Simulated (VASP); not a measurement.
Input of a VASP 6.6.1 run:

The input INCAR:

```
SYSTEM = Rh
PREC     = Accurate       ! precision mode
ENCUT    = 520            ! plane-wave cutoff, eV
EDIFF    = 1E-6           ! SCF threshold, eV
ISMEAR   = -1             ! smearing method
SIGMA    = 0.1            ! smearing width, eV
LREAL    = .False.        ! projectors in reciprocal space
LASPH    = .True.         ! aspherical terms in the spheres
NELM     = 80             ! most SCF steps
ALGO     = Normal         ! electronic algorithm
ISIF     = 2              ! what is computed and relaxed
LWAVE    = .False.        ! write WAVECAR
LCHARG   = .True.         ! write CHGCAR
LELF     = .True.         ! ELF
LVHAR    = .True.       
NBANDS   = 14             ! bands
```

File KPOINTS:

```
regular mesh
0
Gamma
  14 14 14
  0 0 0
```

The input POSCAR:

```
Rh
1.0
    0.0000000000      1.8776226225      1.8776226225
    1.8776226225      0.0000000000      1.8776226225
    1.8776226225      1.8776226225      0.0000000000
Rh
1
Direct
    0.0000000000      0.0000000000      0.0000000000
```

Potentials or basis: VASP PAW LDA potentials, release 64 (Rh_pv).

The run is started by

```bash
$ cat potpaw_LDA.64/Rh_pv/POTCAR > POTCAR
$ mpirun -np 1 vasp_std > vasp.out
```

Q: Predict the pressure.

A: 0.9 GPa.
